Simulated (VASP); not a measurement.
# ZnO (I4cm) in VASP: a series of runs

The runs below take ZnO through single point, relaxation of shape and atoms at fixed volume, with PBE.

Everything below comes from runs of VASP 6.6.1. Logs are shortened: lines on timing, memory, paths and dates and some standing lists are left out, and cuts for length are marked.

**1. The cell of the first run**

It takes space group I4cm (No. 108, tetragonal). Conventional cell: a = 6.397 Å, b = 6.397 Å, c = 5.233 Å, α = 90.00°, β = 90.00°, γ = 90.00°. Within 2.5 Å of Zn (site symmetry m) lie 4 O at 1.91 to 2.03 Å. O (site symmetry m) has 4 Zn at 1.91 to 2.03 Å within 2.5 Å.

**2. Single point, PBE (13.38 Å³/atom)**

Input file INCAR:

```
  ALGO = Normal
  EDIFF = 1E-6
  ENCUT = 520
  GGA = PE
  ISIF = 2
  ISMEAR = 0
  LASPH = T
  LCHARG = F
  LREAL = F
  LWAVE = F
  NBANDS = 46
  NELM = 80
  PREC = Accurate
  SIGMA = 0.02
```

Input file KPOINTS:

```
k-points
0
Gamma
  8 8 8
```

Input file POSCAR:

```
ZnO
1.0
   -3.1985181353      3.1985181353      2.6165676956
    3.1985181353     -3.1985181353      2.6165676956
    3.1985181353      3.1985181353     -2.6165676956
Zn O
4 4
Direct
    0.4103609448      0.9103609448      0.1982686546
    0.7120922902      0.2120922902      0.8017313454
    0.9103609448      0.7120922902      0.5000000000
    0.2120922902      0.4103609448      0.5000000000
    0.2887378258      0.0895709392      0.5000000000
    0.5895709392      0.7887378258      0.5000000000
    0.7887378258      0.2887378258      0.1991668866
    0.0895709392      0.5895709392      0.8008331134
```

Potentials or basis: VASP PAW PBE potentials, release 64 (Zn, O).

On the command line:

```
$ cat potpaw_PBE.64/Zn/POTCAR potpaw_PBE.64/O/POTCAR > POTCAR
$ mpirun -np 1 vasp_std > vasp.out
```

OUTCAR:

```text
EDIFF = 1E-6
   ENCUT = 520
   GGA = PE
   ISIF = 2
   ISMEAR = 0
   LASPH = T
   LREAL = F
   NELM = 80
   PREC = Accurate

 ion  position               nearest neighbor table
   1  0.410  0.910  0.198-   8 1.91   7 1.98   5 2.03   6 2.03   2 2.73
   2  0.712  0.212  0.802-   7 1.91   8 1.98   5 2.03   6 2.03   1 2.73
   3  0.910  0.712  0.500-   6 1.91   5 1.98   7 2.03   8 2.03   4 2.73
   4  0.212  0.410  0.500-   5 1.91   6 1.98   7 2.03   8 2.03   3 2.73
   5  0.289  0.090  0.500-   4 1.91   3 1.98   1 2.03   2 2.03
   6  0.590  0.789  0.500-   3 1.91   4 1.98   1 2.03   2 2.03
   7  0.789  0.289  0.199-   2 1.91   1 1.98   3 2.03   4 2.03
   8  0.090  0.590  0.801-   1 1.91   2 1.98   3 2.03   4 2.03

  LATTYP: Found a body centered tetragonal cell.
 ALAT       =     6.3970362706
 C/A-ratio  =     0.8180562326

  Lattice vectors:

 A1 = (  -3.1985181353,   3.1985181353,   2.6165676956)
 A2 = (   3.1985181353,  -3.1985181353,   2.6165676956)
 A3 = (   3.1985181353,   3.1985181353,  -2.6165676956)

Analysis of symmetry for initial positions (statically):
=====================================================================
 Subroutine PRICEL returns:
 Original cell was already a primitive cell.

 Routine SETGRP: Setting up the symmetry group for a
 body centered tetragonal supercell.

 Subroutine GETGRP returns: Found  8 space group operations
 (whereof  4 operations were pure point group operations)
 out of a pool of 16 trial point group operations.

The static configuration has the point symmetry     .
 The point group associated with its full space group is C_4v.

Analysis of symmetry for dynamics (positions and initial velocities):
=====================================================================
 Subroutine PRICEL returns:
 Original cell was already a primitive cell.

 Routine SETGRP: Setting up the symmetry group for a
 body centered tetragonal supercell.

 Subroutine GETGRP returns: Found  8 space group operations
 (whereof  4 operations were pure point group operations)
 out of a pool of 16 trial point group operations.

The dynamic configuration has the point symmetry C_4v.
 The point group associated with its full space group is C_4v.

 Subroutine INISYM returns: Found  8 space group operations
 (whereof  4 operations are pure point group operations),
 and found     1 'primitive' translations

----------------------------------------------------------------------------------------

                                     Primitive cell

  volume of cell :     107.0754

  direct lattice vectors                    reciprocal lattice vectors
    -3.198518135  3.198518135  2.616567696     0.000000000  0.156322390  0.191090030
     3.198518135 -3.198518135  2.616567696     0.156322390  0.000000000  0.191090030
     3.198518135  3.198518135 -2.616567696     0.156322390  0.156322390  0.000000000

  length of vectors
     5.225654316  5.225654316  5.225654316     0.246884769  0.246884769  0.221073244

  position of ions in fractional coordinates (direct lattice)
     0.410360945  0.910360945  0.198268655
     0.712092290  0.212092290  0.801731345
     0.910360945  0.712092290  0.500000000
     0.212092290  0.410360945  0.500000000
     0.288737826  0.089570939  0.500000000
     0.589570939  0.788737826  0.500000000
     0.788737826  0.288737826  0.199166887
     0.089570939  0.589570939  0.800833113

  ion indices of the primitive-cell ions
   primitive index   ion index
                 1           1
                 2           2
                 3           3
                 4           4
                 5           5
                 6           6
                 7           7
                 8           8

----------------------------------------------------------------------------------------

 KPOINTS: k-points

Automatic generation of k-mesh.
 Grid dimensions read from file:
 generate k-points for:    8    8    8

 Generating k-lattice:

  Cartesian coordinates                     Fractional coordinates (reciprocal lattice)
     0.000000000  0.019540299  0.023886254     0.125000000  0.000000000  0.000000000
     0.019540299  0.000000000  0.023886254     0.000000000  0.125000000  0.000000000
     0.019540299  0.019540299  0.000000000     0.000000000  0.000000000  0.125000000

  Length of vectors
     0.030860596  0.030860596  0.027634156

  Shift w.r.t. Gamma in fractional coordinates (k-lattice)
     0.000000000  0.000000000  0.000000000

 Subroutine IBZKPT returns following result:
 ===========================================

 Found     59 irreducible k-points:

 Following reciprocal coordinates:
            Coordinates               Weight
  0.000000  0.000000  0.000000      1.000000
  0.125000  0.000000  0.000000      8.000000
  0.250000  0.000000  0.000000      8.000000
  0.375000  0.000000 -0.000000      8.000000
  0.500000  0.000000  0.000000      4.000000
  0.125000  0.125000  0.000000      8.000000
[... 16 lines left out ...]
  0.250000  0.125000  0.125000     16.000000
  0.375000  0.125000  0.125000      8.000000
 [... further k-points ...]
   k-points           NKPTS =     59   k-points in BZ     NKDIM =     59   number of bands    NBANDS=     46
   number of dos      NEDOS =    301   number of ions     NIONS =      8
   total plane-waves  NPLWV =  64000
   dimension x,y,z NGX =    40 NGY =   40 NGZ =   40
   dimension x,y,z NGXF=    80 NGYF=   80 NGZF=   80
   ions per type =               4   4
   NGX,Y,Z   is equivalent  to a cutoff of  12.73, 12.73, 12.73 a.u.
   NGXF,Y,Z  is equivalent  to a cutoff of  25.45, 25.45, 25.45 a.u.
 SYSTEM =  unknown system
   PREC   = accura    normal or accurate (medium, high low for compatibility)
   ISTART =      0    job   : 0-new  1-cont  2-samecut
   ICHARG =      2    charge: 1-file 2-atom 10-const
   ISPIN  =      1    spin polarized calculation?
   LNONCOLLINEAR =      F non collinear calculations
   LSORBIT =      F    spin-orbit coupling
   LASPH  =      T    aspherical Exc in radial PAW
   ENCUT  =  520.0 eV  38.22 Ry    6.18 a.u.   9.72  9.72  9.72*2*pi/ulx,y,z
   NELM   =     80;   NELMIN=  2; NELMDL= -5     # of ELM steps
   EDIFF  = 0.1E-05   stopping-criterion for ELM
   LREAL  =      F    real-space projection
   EDIFFG = 0.1E-04   stopping-criterion for IOM
   NSW    =      0    number of steps for IOM
   IBRION =     -1    ionic relax: 0-MD 1-quasi-New 2-CG
   NFREE  =      0    steps in history (QN), initial steepest desc. (CG)
   ISIF   =      2    stress and relaxation
   ISYM   =      2    0-nonsym 1-usesym 2-fastsym
   POTIM  = 0.5000    time-step for ionic-motion
   TEBEG  =    0.0;   TEEND  =   0.0 temperature during run
   PSTRESS=    0.0 pullay stress
   NELECT =      72.0000    total number of electrons
   NUPDOWN=      -1.0000    fix difference up-down
   EMIN   =  10.00;   EMAX   =-10.00  energy-range for DOS
   EFERMI =   0.00;   METHOD = LEGACY
   ISMEAR =     0;   SIGMA  =   0.02  broadening in eV -4-tet -1-fermi 0-gaus
   EFERMI_NEDOS =   21; number of points for ismear=-14 and -15
   IALGO  =     38    algorithm
   IMIX   =      4    mixing-type and parameters
     AMIX     =   0.40;   BMIX     =  1.00
     AMIX_MAG =   1.60;   BMIX_MAG =  1.00
  volume/ion in A,a.u.               =      13.38        90.32
  Fermi-wavevector in a.u.,A,eV,Ry     =   1.434242  2.710325 27.987869  2.057050
  Thomas-Fermi vector in A             =   2.553672
   LORBIT       =      0    0 simple, 1 ext, 2 COOP (PROOUT), +10 PAW based schemes
   GGA     = PE    functional components
   LHFCALC =     F    Hartree Fock is set to
   AEXX    =    0.0000 exact exchange contribution
   IVDW    =     0    specifies the selected vdW correction
   LEPSILON=     F    determine dielectric tensor
   LRPA    =     F    only Hartree local field effects (RPA)
 non-spin polarized calculation
 Gauss-broadening in eV      SIGMA  =   0.02
  energy-cutoff  :      520.00
  volume of cell :      107.08
 maximum number of plane-waves:      2906
   NGX = 19   NGY = 19   NGZ = 19

 number of electron      71.9999941 magnetization

 Free energy of the ion-electron system (eV)
  ---------------------------------------------------
  ext. energy  EPLUGINS =         0.00000000
  ---------------------------------------------------
  free energy    TOTEN  =       -35.09042073 eV

  energy without entropy =      -35.09042073  energy(sigma->0) =      -35.09042073

 E-fermi :   0.5810     XC(G=0): -10.0475

 val. band max:        0.4446623952   @ k =   0.0000   0.0000   0.0000
 cond. band min:       1.4098637309   @ k =   0.0000   0.0000   0.0000
 fundamental gap:      0.9652013356
 Fermi energy:         0.5809719893

 k-point     1 :       0.0000    0.0000    0.0000
  band No.  band energies     occupation
      1     -17.5392      2.00000
      2     -16.7634      2.00000
      3     -16.5168      2.00000
      4     -16.5168      2.00000
      5      -5.8780      2.00000
      6      -5.2517      2.00000
[... 38 lines left out ...]
     45       9.5321      0.00000
     46      10.2325      0.00000

 k-point     2 :       0.1250    0.0000    0.0000
  band No.  band energies     occupation
      1     -17.4994      2.00000
      2     -16.7739      2.00000
      3     -16.5348      2.00000
      4     -16.5286      2.00000
      5      -5.9067      2.00000
      6      -5.3017      2.00000
[... 38 lines left out ...]
     45       9.6427      0.00000
     46      10.4193      0.00000

 k-point     3 :       0.2500    0.0000    0.0000
  band No.  band energies     occupation
      1     -17.3872      2.00000
      2     -16.8111      2.00000
      3     -16.5803      2.00000
      4     -16.5592      2.00000
      5      -5.9605      2.00000
      6      -5.4477      2.00000
[... 38 lines left out ...]
     45       9.7958      0.00000
     46      10.7483      0.00000

 k-point     4 :       0.3750    0.0000   -0.0000
  band No.  band energies     occupation
      1     -17.2252      2.00000
      2     -16.8985      2.00000
      3     -16.6199      2.00000
      4     -16.5961      2.00000
      5      -5.9679      2.00000
      6      -5.6779      2.00000
[... 920 lines left out ...]
     45      10.3163      0.00000
     46      10.4274      0.00000

 k-point    23 :       0.2500    0.1250    0.1250
  band No.  band energies     occupation
      1     -17.1956      2.00000
      2     -16.9051      2.00000
      3     -16.6480      2.00000
      4     -16.5942      2.00000
      5      -5.9652      2.00000
      6      -5.7826      2.00000
[... 38 lines left out ...]
     45      10.1219      0.00000
     46      10.6271      0.00000

 k-point    24 :       0.3750    0.1250    0.1250
  band No.  band energies     occupation
      1     -17.0378      2.00000
      2     -17.0378      2.00000
      3     -16.6336      2.00000
      4     -16.6336      2.00000
      5      -5.9197      2.00000
      6      -5.9197      2.00000
[... 38 lines left out ...]
     45      10.2516      0.00000
     46      10.2516      0.00000

 [... further k-points ...]
[... 5 lines left out ...]
  --------------------------------------------------------------------------------------
  -------------------------------------------------------------------------------------
  Total        3.0921753      3.0921753      3.1750173      0.0000000      0.0000000      0.0000000
  in kB       46.2684652     46.2684652     47.5080354      0.0000000      0.0000000      0.0000000
  external PRESSURE =      46.6816553 kB  Pullay stress =       0.0000000 kB

 VOLUME and BASIS-vectors are now :
 -----------------------------------------------------------------------------
  energy-cutoff  :      520.00
  volume of cell :      107.08
      direct lattice vectors                 reciprocal lattice vectors
    -3.198518135  3.198518135  2.616567696     0.000000000  0.156322390  0.191090030
     3.198518135 -3.198518135  2.616567696     0.156322390  0.000000000  0.191090030
     3.198518135  3.198518135 -2.616567696     0.156322390  0.156322390  0.000000000

 POSITION                                       TOTAL-FORCE (eV/Angst)
 -----------------------------------------------------------------------------------
      2.23342     -0.96509      2.93697        -0.002545     -0.002545     -0.010132
      0.96509      4.16361      0.32041         0.002545      0.002545     -0.010132
      0.96509      2.23342      2.93697         0.002545     -0.002545     -0.010132
      2.23342      0.96509      0.32041        -0.002545      0.002545     -0.010132
      0.96222      2.23630     -0.31841        -0.008615      0.008615      0.010132
      2.23630      0.96222      2.29815         0.008615     -0.008615      0.010132
     -0.96222      2.23630      2.29815         0.008615      0.008615      0.010132
      4.16074      0.96222     -0.31841        -0.008615     -0.008615      0.010132
 -----------------------------------------------------------------------------------
    total drift:                               -0.000012     -0.000012     -0.004070

  FREE ENERGIE OF THE ION-ELECTRON SYSTEM (eV)
  ---------------------------------------------------
  free  energy   TOTEN  =       -35.0904207302 eV

  energy  without entropy=      -35.0904207302  energy(sigma->0) =      -35.09042073
```

It took 2.7 min on 1 thread of Intel Xeon 6975P-C (Granite Rapids), shared host; peak memory 0.37 GiB.

What came out:

```yaml
Free_energy: -35.0904 eV
Pressure: 4.7 GPa
Largest_force: 0.016 eV/Å
Band_gap_on_the_k_mesh: 0.97 eV
```

Forces in eV/Å, atoms in the order of the input:
```
Zn  -0.003 -0.003 -0.010
Zn   0.003  0.003 -0.010
Zn   0.003 -0.003 -0.010
Zn  -0.003  0.003 -0.010
O   -0.009  0.009  0.010
O    0.009 -0.009  0.010
O    0.009  0.009  0.010
O   -0.009 -0.009  0.010
```

Caveat: the cell stands under pressure. A k mesh can miss the band edges.

(Part 1 of 3 ends here.)
